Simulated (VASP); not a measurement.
# InSe in VASP: a series of runs

The runs below take InSe through single point, with PBE+D3(BJ).

Program: VASP 6.6.1. These are calculated values, not measurements. Logs are shortened: lines on timing, memory, paths and dates and some standing lists are left out, and cuts for length are marked.

## 1. The cell of the first run

The cell holds a slab with vacuum, 8 atoms: a = 4.027 Å, b = 4.027 Å, c = 28.271 Å, α = 90.00°, β = 90.00°, γ = 120.00°.

## 2. Single point, PBE+D3(BJ) (layers slid over each other)

INCAR

```
PREC = Accurate
ENCUT = 520
EDIFF = 1E-6
ISMEAR = 0
SIGMA = 0.05
LREAL = F
LASPH = T
NELM = 100
ALGO = Normal
ISIF = 2
LWAVE = F
LCHARG = F
LDIPOL = T
IDIPOL = 3
DIPOL = 0.5 0.5 0.415
GGA = PE
IVDW = 12
NBANDS = 48
```

KPOINTS

```
Automatic mesh
0
Gamma
  9 9 1
```

POSCAR

```
InSe
1.0
    4.0266103640      0.0000000000      0.0000000000
   -2.0133051820      3.4871468663      0.0000000000
    0.0000000000      0.0000000000     28.2707108021
Se In
4 4
Direct
    0.0000000000      0.0000000000      0.1591753399
    0.0000000000      0.0000000000      0.3496677346
    0.2222222222      0.6666666667      0.4808989592
    0.2222222222      0.6666666667      0.6713913539
    0.6666666667      0.3333333333      0.2049979895
    0.6666666667      0.3333333333      0.3038451603
    0.8888888889      1.0000000000      0.5267216088
    0.8888888889      1.0000000000      0.6255687796
```

Potentials or basis: VASP PAW PBE potentials, release 64 (Se, In_d).

Started as:

```sh
> cat potpaw_PBE.64/Se/POTCAR potpaw_PBE.64/In_d/POTCAR > POTCAR
> mpirun -np 1 vasp_std > vasp.out
```

OUTCAR:

```text
PREC = Accurate
   ENCUT = 520
   EDIFF = 1E-6
   ISMEAR = 0
   LREAL = F
   LASPH = T
   NELM = 100
   ISIF = 2
   GGA = PE
   IVDW = 12
 IVDW          = 12

 ion  position               nearest neighbor table
   1  0.000  0.000  0.159-   5 2.66   5 2.66   5 2.66
   2  0.000  0.000  0.350-   6 2.66   6 2.66   6 2.66
   3  0.222  0.667  0.481-   7 2.66   7 2.66   7 2.66
   4  0.222  0.667  0.671-   8 2.66   8 2.66   8 2.66
   5  0.667  0.333  0.205-   1 2.66   1 2.66   1 2.66   6 2.79
   6  0.667  0.333  0.304-   2 2.66   2 2.66   2 2.66   5 2.79
   7  0.889  0.000  0.527-   3 2.66   3 2.66   3 2.66   8 2.79
   8  0.889  0.000  0.626-   4 2.66   4 2.66   4 2.66   7 2.79

  LATTYP: Found a hexagonal cell.
 ALAT       =     4.0266103640
 C/A-ratio  =     7.0209700583

  Lattice vectors:

 A1 = (   4.0266103640,   0.0000000000,   0.0000000000)
 A2 = (  -2.0133051820,   3.4871468663,   0.0000000000)
 A3 = (   0.0000000000,   0.0000000000,  28.2707108021)

Analysis of symmetry for initial positions (statically):
=====================================================================
 Subroutine PRICEL returns:
 Original cell was already a primitive cell.

 Routine SETGRP: Setting up the symmetry group for a
 hexagonal supercell.

 Subroutine GETGRP returns: Found  1 space group operations
 (whereof  1 operations were pure point group operations)
 out of a pool of 24 trial point group operations.

The static configuration has the point symmetry C_1 .

Analysis of symmetry for dynamics (positions and initial velocities):
=====================================================================
 Subroutine PRICEL returns:
 Original cell was already a primitive cell.

 Routine SETGRP: Setting up the symmetry group for a
 hexagonal supercell.

 Subroutine GETGRP returns: Found  1 space group operations
 (whereof  1 operations were pure point group operations)
 out of a pool of 24 trial point group operations.

The dynamic configuration has the point symmetry C_1 .

 Subroutine INISYM returns: Found  1 space group operations
 (whereof  1 operations are pure point group operations),
 and found     1 'primitive' translations

----------------------------------------------------------------------------------------

                                     Primitive cell

  volume of cell :     396.9598

  direct lattice vectors                    reciprocal lattice vectors
     4.026610364  0.000000000  0.000000000     0.248347843  0.143383694  0.000000000
    -2.013305182  3.487146866  0.000000000     0.000000000  0.286767388  0.000000000
     0.000000000  0.000000000 28.270710802     0.000000000  0.000000000  0.035372298

  length of vectors
     4.026610364  4.026610364 28.270710802     0.286767388  0.286767388  0.035372298

  position of ions in fractional coordinates (direct lattice)
     0.000000000  0.000000000  0.159175340
     0.000000000  0.000000000  0.349667735
     0.222222222  0.666666667  0.480898959
     0.222222222  0.666666667  0.671391354
     0.666666667  0.333333333  0.204997990
     0.666666667  0.333333333  0.303845160
     0.888888889  0.000000000  0.526721609
     0.888888889  0.000000000  0.625568780

  ion indices of the primitive-cell ions
   primitive index   ion index
                 1           1
                 2           2
                 3           3
                 4           4
                 5           5
                 6           6
                 7           7
                 8           8

----------------------------------------------------------------------------------------

 KPOINTS: Automatic mesh

Automatic generation of k-mesh.
 Grid dimensions read from file:
 generate k-points for:    9    9    1

 Generating k-lattice:

  Cartesian coordinates                     Fractional coordinates (reciprocal lattice)
     0.027594205  0.015931522  0.000000000     0.111111111  0.000000000  0.000000000
     0.000000000  0.031863043  0.000000000     0.000000000  0.111111111  0.000000000
     0.000000000  0.000000000  0.035372298     0.000000000  0.000000000  1.000000000

  Length of vectors
     0.031863043  0.031863043  0.035372298

  Shift w.r.t. Gamma in fractional coordinates (k-lattice)
     0.000000000  0.000000000  0.000000000

 Subroutine IBZKPT returns following result:
 ===========================================

 Found     41 irreducible k-points:

 Following reciprocal coordinates:
            Coordinates               Weight
  0.000000  0.000000  0.000000      1.000000
  0.111111 -0.000000  0.000000      2.000000
  0.000000  0.111111  0.000000      2.000000
 -0.111111  0.111111  0.000000      2.000000
  0.222222  0.000000  0.000000      2.000000
  0.000000  0.222222  0.000000      2.000000
[... 16 lines left out ...]
  0.333333  0.111111  0.000000      2.000000
 -0.111111  0.444444  0.000000      2.000000
 [... further k-points ...]
   k-points           NKPTS =     41   k-points in BZ     NKDIM =     41   number of bands    NBANDS=     48
   number of dos      NEDOS =    301   number of ions     NIONS =      8
   total plane-waves  NPLWV = 189000
   dimension x,y,z NGX =    30 NGY =   30 NGZ =  210
   dimension x,y,z NGXF=    60 NGYF=   60 NGZF=  420
   ions per type =               4   4
   NGX,Y,Z   is equivalent  to a cutoff of  12.39, 12.39, 12.35 a.u.
   NGXF,Y,Z  is equivalent  to a cutoff of  24.77, 24.77, 24.70 a.u.
 SYSTEM =  unknown system
   PREC   = accura    normal or accurate (medium, high low for compatibility)
   ISTART =      0    job   : 0-new  1-cont  2-samecut
   ICHARG =      2    charge: 1-file 2-atom 10-const
   ISPIN  =      1    spin polarized calculation?
   LNONCOLLINEAR =      F non collinear calculations
   LSORBIT =      F    spin-orbit coupling
   LASPH  =      T    aspherical Exc in radial PAW
   ENCUT  =  520.0 eV  38.22 Ry    6.18 a.u.   7.49  7.49 52.56*2*pi/ulx,y,z
   NELM   =    100;   NELMIN=  2; NELMDL= -5     # of ELM steps
   EDIFF  = 0.1E-05   stopping-criterion for ELM
   LREAL  =      F    real-space projection
   EDIFFG = 0.1E-04   stopping-criterion for IOM
   NSW    =      0    number of steps for IOM
   IBRION =     -1    ionic relax: 0-MD 1-quasi-New 2-CG
   NFREE  =      0    steps in history (QN), initial steepest desc. (CG)
   ISIF   =      2    stress and relaxation
   ISYM   =      2    0-nonsym 1-usesym 2-fastsym
   POTIM  = 0.5000    time-step for ionic-motion
   TEBEG  =    0.0;   TEEND  =   0.0 temperature during run
   PSTRESS=    0.0 pullay stress
   NELECT =      76.0000    total number of electrons
   NUPDOWN=      -1.0000    fix difference up-down
   EMIN   =  10.00;   EMAX   =-10.00  energy-range for DOS
   EFERMI =   0.00;   METHOD = LEGACY
   ISMEAR =     0;   SIGMA  =   0.05  broadening in eV -4-tet -1-fermi 0-gaus
   EFERMI_NEDOS =   21; number of points for ismear=-14 and -15
   IALGO  =     38    algorithm
   IMIX   =      4    mixing-type and parameters
     AMIX     =   0.40;   BMIX     =  1.00
     AMIX_MAG =   1.60;   BMIX_MAG =  1.00
  volume/ion in A,a.u.               =      49.62       334.85
  Fermi-wavevector in a.u.,A,eV,Ry     =   0.943548  1.783047 12.113024  0.890282
  Thomas-Fermi vector in A             =   2.071266
   LORBIT       =      0    0 simple, 1 ext, 2 COOP (PROOUT), +10 PAW based schemes
   GGA     = PE    functional components
   LHFCALC =     F    Hartree Fock is set to
   AEXX    =    0.0000 exact exchange contribution
   IVDW    =    12    specifies the selected vdW correction
   LEPSILON=     F    determine dielectric tensor
   LRPA    =     F    only Hartree local field effects (RPA)
 non-spin polarized calculation
 Gauss-broadening in eV      SIGMA  =   0.05
  energy-cutoff  :      520.00
  volume of cell :      396.96
 maximum number of plane-waves:     10749
 NGX is ok and might be reduce to    30
   NGX = 15   NGY = 15   NGZ =105

 dipolmoment           0.000000      0.000000     -0.000033 electrons x Angstroem

 number of electron      75.9999998 magnetization

 dipolmoment           0.000000      0.000000      0.000135 electrons x Angstroem

 Free energy of the ion-electron system (eV)
  ---------------------------------------------------
  ext. energy  EPLUGINS =         0.00000000
  ---------------------------------------------------
  free energy    TOTEN  =       -28.40826293 eV

  energy without entropy =      -28.40826293  energy(sigma->0) =      -28.40826293

 E-fermi :  -0.0614     XC(G=0):  -5.7022

 val. band max:       -0.3133600188   @ k =   0.1111  -0.0000   0.0000
 cond. band min:       0.9605510949   @ k =   0.0000   0.0000   0.0000
 fundamental gap:      1.2739111136
 Fermi energy:        -0.0614198077

 k-point     1 :       0.0000    0.0000    0.0000
  band No.  band energies     occupation
      1     -14.5182      2.00000
      2     -14.5167      2.00000
      3     -14.3349      2.00000
      4     -14.3347      2.00000
      5     -14.3334      2.00000
      6     -14.3333      2.00000
[... 40 lines left out ...]
     47       5.0221      0.00000
     48       5.2096      0.00000

 k-point     2 :       0.1111   -0.0000    0.0000
  band No.  band energies     occupation
      1     -14.5175      2.00000
      2     -14.5160      2.00000
      3     -14.3746      2.00000
      4     -14.3728      2.00000
      5     -14.3329      2.00000
      6     -14.3316      2.00000
[... 40 lines left out ...]
     47       5.0913      0.00000
     48       5.1873      0.00000

 k-point     3 :       0.0000    0.1111    0.0000
  band No.  band energies     occupation
      1     -14.5175      2.00000
      2     -14.5160      2.00000
      3     -14.3745      2.00000
      4     -14.3728      2.00000
      5     -14.3330      2.00000
      6     -14.3316      2.00000
[... 40 lines left out ...]
     47       5.0898      0.00000
     48       5.1924      0.00000

 k-point     4 :      -0.1111    0.1111    0.0000
  band No.  band energies     occupation
      1     -14.5175      2.00000
      2     -14.5160      2.00000
      3     -14.3744      2.00000
      4     -14.3729      2.00000
      5     -14.3331      2.00000
      6     -14.3315      2.00000
[... 958 lines left out ...]
     47       4.6430      0.00000
     48       4.6772      0.00000

 k-point    23 :       0.3333    0.1111    0.0000
  band No.  band energies     occupation
      1     -14.6077      2.00000
      2     -14.6054      2.00000
      3     -14.5037      2.00000
      4     -14.5013      2.00000
      5     -14.4626      2.00000
      6     -14.4611      2.00000
[... 40 lines left out ...]
     47       4.5006      0.00000
     48       4.5349      0.00000

 k-point    24 :      -0.1111    0.4444    0.0000
  band No.  band energies     occupation
      1     -14.6074      2.00000
      2     -14.6055      2.00000
      3     -14.5034      2.00000
      4     -14.5015      2.00000
      5     -14.4627      2.00000
      6     -14.4611      2.00000
[... 40 lines left out ...]
     47       4.5084      0.00000
     48       4.5286      0.00000

 [... further k-points ...]

------------------------ aborting loop because EDIFF is reached ----------------------------------------

 vacuum level on the upper side and lower side of the slab       (xc-potential included)        -0.148        -0.150

 Edisp (eV)   -1.96897

 E8    (eV) :    -0.9234

  FORCE on cell =-STRESS in cart. coord.  units (eV):
  Direction    XX          YY          ZZ          XY          YZ          ZX
  --------------------------------------------------------------------------------------
  -------------------------------------------------------------------------------------
  Total      -0.07350    -0.06935    -0.52069    -0.01676    -0.01176     0.02978
  in kB      -0.29664    -0.27991    -2.10158    -0.06764    -0.04747     0.12019
  external pressure =       -0.89 kB  Pullay stress =        0.00 kB

 VOLUME and BASIS-vectors are now :
 -----------------------------------------------------------------------------
  energy-cutoff  :      520.00
  volume of cell :      396.96
      direct lattice vectors                 reciprocal lattice vectors
     4.026610364  0.000000000  0.000000000     0.248347843  0.143383694  0.000000000
    -2.013305182  3.487146866  0.000000000     0.000000000  0.286767388  0.000000000
     0.000000000  0.000000000 28.270710802     0.000000000  0.000000000  0.035372298

 POSITION                                       TOTAL-FORCE (eV/Angst)
 -----------------------------------------------------------------------------------
      0.00000      0.00000      4.50000        -0.000437      0.000054     -0.012478
      0.00000      0.00000      9.88536        -0.008269      0.002493      0.081675
     -0.44740      2.32476     13.59536         0.005095     -0.002841     -0.082343
     -0.44740      2.32476     18.98071        -0.000071     -0.000106      0.012262
      2.01331      1.16238      5.79544        -0.000871      0.000184      0.015241
      2.01331      1.16238      8.58992         0.002815     -0.000045      0.024042
      3.57921      0.00000     14.89079         0.001488      0.000485     -0.022906
      3.57921      0.00000     17.68527         0.000249     -0.000223     -0.015493
 -----------------------------------------------------------------------------------
    total drift:                                0.000268      0.000031     -0.000070

  FREE ENERGIE OF THE ION-ELECTRON SYSTEM (eV)
  ---------------------------------------------------
  free  energy   TOTEN  =       -30.3772365852 eV

  energy  without entropy=      -30.3772365852  energy(sigma->0) =      -30.37723659

 vacuum level on the upper side and lower side of the slab         5.348         5.346
```

Wall time 15 min (1 thread of Oxide Virtual Turin-like, shared host); peak memory 0.8 GiB.

What came out:

| Quantity | Value |
| --- | --- |
| Free energy | -30.3772 eV |
| Largest force | 0.083 eV/Å |
| Band gap on the k mesh | 1.27 eV (least direct gap 1.31 eV) |
| Dispersion energy per atom | -0.246 eV |

Forces in eV/Å, atoms in the order of the input:
```
Se   0.000  0.000 -0.012
Se  -0.008  0.002  0.082
Se   0.005 -0.003 -0.082
Se   0.000  0.000  0.012
In  -0.001  0.000  0.015
In   0.003  0.000  0.024
In   0.001  0.000 -0.023
In   0.000  0.000 -0.015
```

Levels at points of the mesh, in eV from the valence-band top:
```
           k point  band 35  band 36  band 37  band 38  band 39  band 40  band 41  band 42
(0.00, 0.00, 0.00)    -0.57    -0.55    -0.50    -0.04     1.27     1.69     2.63     2.68
```

Caveat: the cell differs from its parent crystal (layers slid over each other); spin-orbit coupling is left out, which moves the levels of the heavy elements.

## 3. Single point, PBE+D3(BJ) (layers slid over each other)

INCAR

```
SYSTEM = InSe
PREC = Accurate
ENCUT = 520
EDIFF = 1E-6
ISMEAR = 0
SIGMA = 0.05
LREAL = .FALSE.
LASPH = .TRUE.
NELM = 60
ALGO = Normal
ISIF = 2
LWAVE = .FALSE.
LCHARG = .FALSE.
LDIPOL = .TRUE.
IDIPOL = 3
DIPOL = 0.5 0.5 0.415
GGA = PE
IVDW = 12
NBANDS = 48
```

KPOINTS

```
regular mesh
0
G
  9 9 1
  0 0 0
```

POSCAR

```
InSe
1.0
    4.0266103640      0.0000000000      0.0000000000
   -2.0133051820      3.4871468663      0.0000000000
    0.0000000000      0.0000000000     28.2707108021
Se In
4 4
Direct
    0.0000000000      0.0000000000      0.1591753399
    0.0000000000      0.0000000000      0.3496677346
    0.1111111111      0.4444444444      0.4808989592
    0.1111111111      0.4444444444      0.6713913539
    0.6666666667      0.3333333333      0.2049979895
    0.6666666667      0.3333333333      0.3038451603
    0.7777777778      0.7777777778      0.5267216088
    0.7777777778      0.7777777778      0.6255687796
```

Potentials or basis: VASP PAW PBE potentials, release 64 (Se, In_d).

Started as:

```sh
> cat potpaw_PBE.64/Se/POTCAR potpaw_PBE.64/In_d/POTCAR > POTCAR
> mpirun -np 1 vasp_std > vasp.out
```

It took 24 min on 1 thread of Oxide Virtual Turin-like, shared host; peak memory 0.79 GiB.

It converged, with:

```yaml
Free_energy: -30.3731 eV
Largest_force: 0.076 eV/Å
Band_gap_on_the_k_mesh: 1.26 eV (least direct gap 1.30 eV)
Dispersion_energy_per_atom: -0.246 eV
```

Forces on the atoms (eV/Å):
```
Se   0.000 -0.001 -0.012
Se   0.001 -0.016  0.074
Se  -0.005  0.013 -0.074
Se   0.000  0.000  0.012
In   0.000 -0.002  0.015
In   0.002  0.004  0.019
In   0.003  0.001 -0.019
In  -0.001  0.001 -0.015
```

Levels at points of the mesh, in eV from the valence-band top:
```
           k point  band 34  band 35  band 36  band 37  band 38  band 39  band 40  band 41  band 42  band 43
(0.00, 0.00, 0.00)    -0.59    -0.58    -0.57    -0.52    -0.04     1.26     1.67     2.62     2.67     4.86
```

Caveat: the cell differs from its parent crystal (layers slid over each other); spin-orbit coupling is left out, which moves the levels of the heavy elements.
